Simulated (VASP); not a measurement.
A run of VASP 6.6.1 is set up as follows.

Contents of INCAR:

```
SYSTEM = Mg32O31
  PREC = Accurate
  ENCUT = 520
  EDIFF = 1E-7
  ISMEAR = 0
  SIGMA = 0.05
  LREAL = Auto
  LASPH = .True.
  NELM = 60
  ALGO = Normal
  ISIF = 2
  LWAVE = .False.
  LCHARG = .False.
  GGA = PE
  IVDW = 12
  NBANDS = 162
```

File KPOINTS:

```
Automatic mesh
0
Gamma
  1 1 1
  0 0 0
```

The input POSCAR:

```
Mg32O31
1.0
    8.8224000000      0.0000000000      0.0000000000
    0.0000000000      8.8224000000      0.0000000000
    0.0000000000      0.0000000000      8.8224000000
Mg O
32 31
Direct
    0.4981959557      0.0005458832      0.0016169070
    0.7477132073      0.2496829661     -0.0012949991
    0.7499604416      0.0042223205      0.2497131166
   -0.0011708832      0.0044474293      0.0011182898
    0.2494966222      0.2480894088     -0.0000007934
    0.4986781375      0.4986655559      0.0011836915
    0.7458481819      0.7499905921     -0.0031329343
    0.2451790896      0.0057581837      0.2549100018
    0.4998316785      0.2483652974      0.2503228147
    0.7476622008      0.4953847026      0.2499212232
    0.4985659231      0.0044177321      0.5010153700
    0.7513863575      0.2477550326      0.5008073767
    0.7510498277     -0.0000607544      0.7487187160
   -0.0010848522      0.4952136607     -0.0009410138
    0.2523052684      0.7504073721     -0.0092055450
   -0.0040951442      0.2506384884      0.2479635927
    0.2491025118      0.4889503990      0.2503544387
    0.5090107000      0.7502067465      0.2474689427
    0.0088929316     -0.0038253763      0.4910941467
    0.2518865615      0.2508737985      0.5038545067
    0.5009719577      0.4951415715      0.5008468217
    0.7370650843      0.7508575898      0.5004071454
    0.2501508660      0.0041343625      0.7495251859
    0.5010680767      0.2497603827      0.7521030559
    0.7508473885      0.4994444822      0.7490543390
   -0.0150930586      0.7446294659      0.2345614572
    0.0040804090      0.4962034140      0.4955637922
    0.2653132934      0.7433969215      0.5149141957
   -0.0009017954      0.2478132934      0.7483880803
    0.2497789717      0.4952511788      0.7524556810
    0.5029448903      0.7499234902      0.7539906375
   -0.0006149120      0.7507861806      0.7627699946
    0.7462636017      0.2510231910      0.2503026387
   -0.0024399256      0.4942718535      0.2465212414
   -0.0008592900      0.2502813293      0.5005680994
    0.2502327031      0.2497381665      0.2495097706
    0.4987461462      0.5004439835      0.2509042891
    0.7480619786      0.7487920520      0.2495797062
   -0.0050420520      0.0126101741      0.2422859993
    0.5042682263      0.2514017728      0.5013813701
    0.7532561435      0.5048342855      0.4995147579
    0.7505988166      0.2495408279      0.7492820548
    0.0002992383      0.5048236308      0.7465979779
   -0.0015753083      0.2512538538     -0.0043938157
    0.0594567238      0.7660131030      0.4407904878
    0.4994975290     -0.0013224293      0.2512791304
    0.2532980822      0.4943273939      0.5023096890
    0.4999122688      0.7486585283      0.5022497280
    0.7513717356     -0.0046624501      0.4991500045
    0.2495135111      0.2510780513      0.7536657826
    0.5005371554      0.4998313384      0.7511670294
    0.7523354189      0.7498554815      0.7474826578
    0.0007839137     -0.0046574628      0.7483859267
    0.4989297697      0.2495255259      0.0008682445
    0.7487826442      0.4997923468     -0.0007338139
   -0.0024141957      0.7488348975     -0.0001707018
    0.2575106547      0.0129811616      0.5047703573
    0.2502786090      0.7488426052      0.7516611126
    0.5006152521     -0.0004598522      0.7513165352
    0.2488687885      0.5005608451      0.0010821318
    0.5007775662      0.7496334331     -0.0009958741
    0.7483953346     -0.0004241476     -0.0009528020
    0.2486556946     -0.0013324039      0.0003533052
```

Potentials or basis: VASP PAW PBE potentials, release 64 (Mg, O).

The run is started by

```sh
$ cat potpaw_PBE.64/Mg/POTCAR potpaw_PBE.64/O/POTCAR > POTCAR
$ mpirun -np 1 vasp_gam > vasp.out
```

Problem. Estimate the dispersion energy per atom.

Solution. -0.255 eV.

Problem. What does it give for the pressure?

Solution. -14.8 GPa.

Problem. What does it give for the largest force?

Solution. 2.144 eV/Å.

Stress tensor (GPa, compression positive):
```
-14.69  -0.01   0.46
 -0.01 -14.89   0.00
  0.46   0.00 -14.70
```

Caveat: the k points lie up to 0.71 Å⁻¹ apart.
